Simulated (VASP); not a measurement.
# Eu (Im-3m) in VASP: single point with PBEsol

Aim: the single point of Eu with PBEsol.

Program: VASP 6.6.1. These are calculated values, not measurements. Logs are shortened: lines on timing, memory, paths and dates and some standing lists are left out, and cuts for length are marked.

## 1. The cell of the first run

Symmetry: Im-3m, No. 229, cubic system. The conventional cell has a = 4.551 Å, b = 4.551 Å, c = 4.551 Å, α = 90.00°, β = 90.00°, γ = 90.00°. Eu (site symmetry m-3m) has 14 Eu at 3.94 to 4.55 Å within 5.2 Å.

## 2. Single point, PBEsol, collinear spin, ferromagnetic start

INCAR reads:

```
ALGO     = Normal         # electronic algorithm
EDIFF    = 1E-7           # SCF threshold, eV
ENCUT    = 520            # plane-wave cutoff, eV
GGA      = PS             # functional
ISIF     = 2              # what is computed and relaxed
ISMEAR   = -1             # smearing method
ISPIN    = 2              # spin polarisation
LASPH    = True           # aspherical terms in the spheres
LCHARG   = False          # write CHGCAR
LMAXMIX  = 6              # l up to which the mixer works
LORBIT   = 11             # projections on sites
LREAL    = False          # projectors in reciprocal space
LWAVE    = False          # write WAVECAR
MAGMOM   = 7              # initial moments
NBANDS   = 18             # bands
NELM     = 150            # most SCF steps
PREC     = Accurate       # precision mode
SIGMA    = 0.05           # smearing width, eV
```

KPOINTS reads:

```
k-points
0
Gamma
  13 13 13
```

POSCAR reads:

```
Eu
1.0
   -2.2755000000      2.2755000000      2.2755000000
    2.2755000000     -2.2755000000      2.2755000000
    2.2755000000      2.2755000000     -2.2755000000
Eu
1
Direct
    0.0000000000      0.0000000000      0.0000000000
```

Potentials or basis: VASP PAW PBE potentials, release 64 (Eu).

On the command line:

```console
$ cat potpaw_PBE.64/Eu/POTCAR > POTCAR
$ mpirun -np 1 vasp_std > vasp.out
```

OUTCAR:

```text
EDIFF = 1E-7
   ENCUT = 520
   GGA = PS
   ISIF = 2
   ISMEAR = -1
   ISPIN = 2
   LASPH = True
   LORBIT = 11
   LREAL = False
   NELM = 150
   PREC = Accurate

 ion  position               nearest neighbor table
   1  0.000  0.000  0.000-

  LATTYP: Found a body centered cubic cell.
 ALAT       =     4.5510000000

  Lattice vectors:

 A1 = (  -2.2755000000,   2.2755000000,   2.2755000000)
 A2 = (   2.2755000000,  -2.2755000000,   2.2755000000)
 A3 = (   2.2755000000,   2.2755000000,  -2.2755000000)

Analysis of symmetry for initial positions (statically):
=====================================================================
 Subroutine PRICEL returns:
 Original cell was already a primitive cell.

 Routine SETGRP: Setting up the symmetry group for a
 body centered cubic supercell.

 Subroutine GETGRP returns: Found 48 space group operations
 (whereof 48 operations were pure point group operations)
 out of a pool of 48 trial point group operations.

The static configuration has the point symmetry O_h .

Analysis of symmetry for dynamics (positions and initial velocities):
=====================================================================
 Subroutine PRICEL returns:
 Original cell was already a primitive cell.

 Routine SETGRP: Setting up the symmetry group for a
 body centered cubic supercell.

 Subroutine GETGRP returns: Found 48 space group operations
 (whereof 48 operations were pure point group operations)
 out of a pool of 48 trial point group operations.

The dynamic configuration has the point symmetry O_h .

Analysis of structural, dynamic, and magnetic symmetry:
=====================================================================
 Subroutine PRICEL returns:
 Original cell was already a primitive cell.

 Routine SETGRP: Setting up the symmetry group for a
 body centered cubic supercell.

 Subroutine GETGRP returns: Found 48 space group operations
 (whereof 48 operations were pure point group operations)
 out of a pool of 48 trial point group operations.

The overall configuration has the point symmetry O_h .

 Subroutine INISYM returns: Found 48 space group operations
 (whereof 48 operations are pure point group operations),
 and found     1 'primitive' translations

----------------------------------------------------------------------------------------

                                     Primitive cell

  volume of cell :      47.1292

  direct lattice vectors                    reciprocal lattice vectors
    -2.275500000  2.275500000  2.275500000     0.000000000  0.219731927  0.219731927
     2.275500000 -2.275500000  2.275500000     0.219731927  0.000000000  0.219731927
     2.275500000  2.275500000 -2.275500000     0.219731927  0.219731927  0.000000000

  length of vectors
     3.941281613  3.941281613  3.941281613     0.310747871  0.310747871  0.310747871

  position of ions in fractional coordinates (direct lattice)
     0.000000000  0.000000000  0.000000000

  ion indices of the primitive-cell ions
   primitive index   ion index
                 1           1

----------------------------------------------------------------------------------------

 KPOINTS: k-points

Automatic generation of k-mesh.
 Grid dimensions read from file:
 generate k-points for:   13   13   13

 Generating k-lattice:

  Cartesian coordinates                     Fractional coordinates (reciprocal lattice)
     0.000000000  0.016902456  0.016902456     0.076923077  0.000000000  0.000000000
     0.016902456  0.000000000  0.016902456     0.000000000  0.076923077  0.000000000
     0.016902456  0.016902456  0.000000000     0.000000000  0.000000000  0.076923077

  Length of vectors
     0.023903682  0.023903682  0.023903682

  Shift w.r.t. Gamma in fractional coordinates (k-lattice)
     0.000000000  0.000000000  0.000000000

 Subroutine IBZKPT returns following result:
 ===========================================

 Found     84 irreducible k-points:

 Following reciprocal coordinates:
            Coordinates               Weight
  0.000000  0.000000  0.000000      1.000000
  0.076923  0.000000  0.000000     12.000000
  0.153846  0.000000  0.000000     12.000000
  0.230769  0.000000  0.000000     12.000000
  0.307692  0.000000  0.000000     12.000000
  0.384615  0.000000  0.000000     12.000000
[... 16 lines left out ...]
  0.153846  0.076923  0.076923     24.000000
  0.230769  0.076923  0.076923     24.000000
 [... further k-points ...]
   k-points           NKPTS =     84   k-points in BZ     NKDIM =     84   number of bands    NBANDS=     18
   number of dos      NEDOS =    301   number of ions     NIONS =      1
   total plane-waves  NPLWV =  27000
   dimension x,y,z NGX =    30 NGY =   30 NGZ =   30
   dimension x,y,z NGXF=    60 NGYF=   60 NGZF=   60
   ions per type =               1
   NGX,Y,Z   is equivalent  to a cutoff of  12.65, 12.65, 12.65 a.u.
   NGXF,Y,Z  is equivalent  to a cutoff of  25.31, 25.31, 25.31 a.u.
 SYSTEM =  unknown system
   PREC   = accura    normal or accurate (medium, high low for compatibility)
   ISTART =      0    job   : 0-new  1-cont  2-samecut
   ICHARG =      2    charge: 1-file 2-atom 10-const
   ISPIN  =      2    spin polarized calculation?
   LNONCOLLINEAR =      F non collinear calculations
   LSORBIT =      F    spin-orbit coupling
   LASPH  =      T    aspherical Exc in radial PAW
   ENCUT  =  520.0 eV  38.22 Ry    6.18 a.u.   7.33  7.33  7.33*2*pi/ulx,y,z
   NELM   =    150;   NELMIN=  2; NELMDL= -5     # of ELM steps
   EDIFF  = 0.1E-06   stopping-criterion for ELM
   LREAL  =      F    real-space projection
   EDIFFG = 0.1E-05   stopping-criterion for IOM
   NSW    =      0    number of steps for IOM
   IBRION =     -1    ionic relax: 0-MD 1-quasi-New 2-CG
   NFREE  =      0    steps in history (QN), initial steepest desc. (CG)
   ISIF   =      2    stress and relaxation
   ISYM   =      2    0-nonsym 1-usesym 2-fastsym
   POTIM  = 0.5000    time-step for ionic-motion
   TEBEG  =    0.0;   TEEND  =   0.0 temperature during run
   PSTRESS=    0.0 pullay stress
   NELECT =      17.0000    total number of electrons
   NUPDOWN=      -1.0000    fix difference up-down
   EMIN   =  10.00;   EMAX   =-10.00  energy-range for DOS
   EFERMI =   0.00;   METHOD = LEGACY
   ISMEAR =    -1;   SIGMA  =   0.05  broadening in eV -4-tet -1-fermi 0-gaus
   EFERMI_NEDOS =   21; number of points for ismear=-14 and -15
   IALGO  =     38    algorithm
   IMIX   =      4    mixing-type and parameters
     AMIX     =   0.40;   BMIX     =  1.00
     AMIX_MAG =   1.60;   BMIX_MAG =  1.00
  volume/ion in A,a.u.               =      47.13       318.04
  Fermi-wavevector in a.u.,A,eV,Ry     =   1.165362  2.202215 18.477655  1.358069
  Thomas-Fermi vector in A             =   2.301889
   LORBIT       =     11    0 simple, 1 ext, 2 COOP (PROOUT), +10 PAW based schemes
   GGA     = PS    functional components
   LHFCALC =     F    Hartree Fock is set to
   AEXX    =    0.0000 exact exchange contribution
   IVDW    =     0    specifies the selected vdW correction
   LEPSILON=     F    determine dielectric tensor
   LRPA    =     F    only Hartree local field effects (RPA)
 spin polarized calculation
  energy-cutoff  :      520.00
  volume of cell :       47.13
 maximum number of plane-waves:      1284
 NGX is ok and might be reduce to    30
   NGX = 15   NGY = 15   NGZ = 15

 number of electron      17.0000004 magnetization       7.3568401

 Free energy of the ion-electron system (eV)
  ---------------------------------------------------
  ext. energy  EPLUGINS =         0.00000000
  ---------------------------------------------------
  free energy    TOTEN  =       -11.59857369 eV

  energy without entropy =      -11.58433961  energy(sigma->0) =      -11.59145665

 E-fermi :   1.5945     XC(G=0):  -8.4967

 val. band max:        1.5901045579   @ k =  -0.3846   0.4615   0.2308
 cond. band min:       1.5945445232   @ k =   0.3077   0.3077   0.0000
 fundamental gap:      0.0044399654
 Fermi energy:         1.5944617520

 spin component 1

 k-point     1 :       0.0000    0.0000    0.0000
  band No.  band energies     occupation
      1     -40.1499      1.00000
      2     -18.7765      1.00000
      3     -18.7765      1.00000
      4     -18.7765      1.00000
      5      -2.6536      1.00000
      6       1.0784      0.99997
[... 10 lines left out ...]
     17       4.8194      0.00000
     18      10.5277      0.00000

 k-point     2 :       0.0769    0.0000    0.0000
  band No.  band energies     occupation
      1     -40.1487      1.00000
      2     -18.7948      1.00000
      3     -18.7825      1.00000
      4     -18.7765      1.00000
      5      -2.5318      1.00000
      6       1.0777      0.99997
[... 10 lines left out ...]
     17       4.8251      0.00000
     18      10.6376      0.00000
[... 442 lines left out ...]
 k-point    24 :       0.2308    0.0769    0.0769
  band No.  band energies     occupation
      1     -40.1348      1.00000
      2     -18.9948      1.00000
      3     -18.8441      1.00000
      4     -18.7921      1.00000
      5      -0.7928      1.00000
      6       1.0832      0.99996
[... 10 lines left out ...]
     17       5.5098      0.00000
     18       9.2125      0.00000

 [... further k-points ...]

 spin component 2

 k-point     1 :       0.0000    0.0000    0.0000
  band No.  band energies     occupation
      1     -37.0314      1.00000
      2     -16.4294      1.00000
      3     -16.4294      1.00000
      4     -16.4294      1.00000
      5      -1.8971      1.00000
      6       4.2605      0.00000
[... 10 lines left out ...]
     17       6.0806      0.00000
     18      11.5524      0.00000

 k-point     2 :       0.0769    0.0000    0.0000
  band No.  band energies     occupation
      1     -37.0299      1.00000
      2     -16.4531      1.00000
      3     -16.4370      1.00000
      4     -16.4295      1.00000
      5      -1.7702      1.00000
      6       4.1383      0.00000
[... 10 lines left out ...]
     17       6.0912      0.00000
     18      11.6654      0.00000
[... 442 lines left out ...]
 k-point    24 :       0.2308    0.0769    0.0769
  band No.  band energies     occupation
      1     -37.0115      1.00000
      2     -16.7086      1.00000
      3     -16.5150      1.00000
      4     -16.4500      1.00000
      5       0.0176      1.00000
      6       2.9044      0.00000
[... 10 lines left out ...]
     17       6.9216      0.00000
     18      10.4208      0.00000

 [... further k-points ...]

------------------------ aborting loop because EDIFF is reached ----------------------------------------

  FORCE on cell =-STRESS in cart. coord.  units (eV):
  Direction    XX          YY          ZZ          XY          YZ          ZX
  --------------------------------------------------------------------------------------
  -------------------------------------------------------------------------------------
  Total       -0.7746925     -0.7746925     -0.7746925      0.0000000      0.0000000      0.0000000
  in kB      -26.3359771    -26.3359771    -26.3359771      0.0000000      0.0000000      0.0000000
  external PRESSURE =     -26.3359771 kB  Pullay stress =       0.0000000 kB

 VOLUME and BASIS-vectors are now :
 -----------------------------------------------------------------------------
  energy-cutoff  :      520.00
  volume of cell :       47.13
      direct lattice vectors                 reciprocal lattice vectors
    -2.275500000  2.275500000  2.275500000     0.000000000  0.219731927  0.219731927
     2.275500000 -2.275500000  2.275500000     0.219731927  0.000000000  0.219731927
     2.275500000  2.275500000 -2.275500000     0.219731927  0.219731927  0.000000000

 POSITION                                       TOTAL-FORCE (eV/Angst)
 -----------------------------------------------------------------------------------
      0.00000      0.00000      0.00000         0.000000     -0.000000      0.000000
 -----------------------------------------------------------------------------------
    total drift:                               -0.000000     -0.000000      0.000000

  FREE ENERGIE OF THE ION-ELECTRON SYSTEM (eV)
  ---------------------------------------------------
  free  energy   TOTEN  =       -11.5985736898 eV

  energy  without entropy=      -11.5843396088  energy(sigma->0) =      -11.59145665

 total charge

# of ion       s       p       d       f       tot
--------------------------------------------------
    1        2.077   5.689   0.248   6.669  14.683

 magnetization (x)

# of ion       s       p       d       f       tot
--------------------------------------------------
    1       -0.002  -0.086   0.127   6.667   6.706
```

It took 3.8 min on 1 thread of Intel Xeon Platinum 8259CL at 2.50GHz (Skylake/Cascade Lake), shared host; peak memory 0.28 GiB.

What came out:

| Item | Value |
| --- | --- |
| Free energy | -11.5986 eV |
| Pressure | -2.6 GPa |
| Net moment | 7.36 μB per cell |
| Site moments | Eu +6.71 μB |
| Valence electrons inside the program's atomic spheres | Eu 14.68 |

Caveat: the PAW data sets were made with another functional, which shifts forces and pressure a little; spin-orbit coupling is left out, which moves the levels of the heavy elements; semilocal functionals describe open f shells poorly, which spoils levels, moments and volumes.
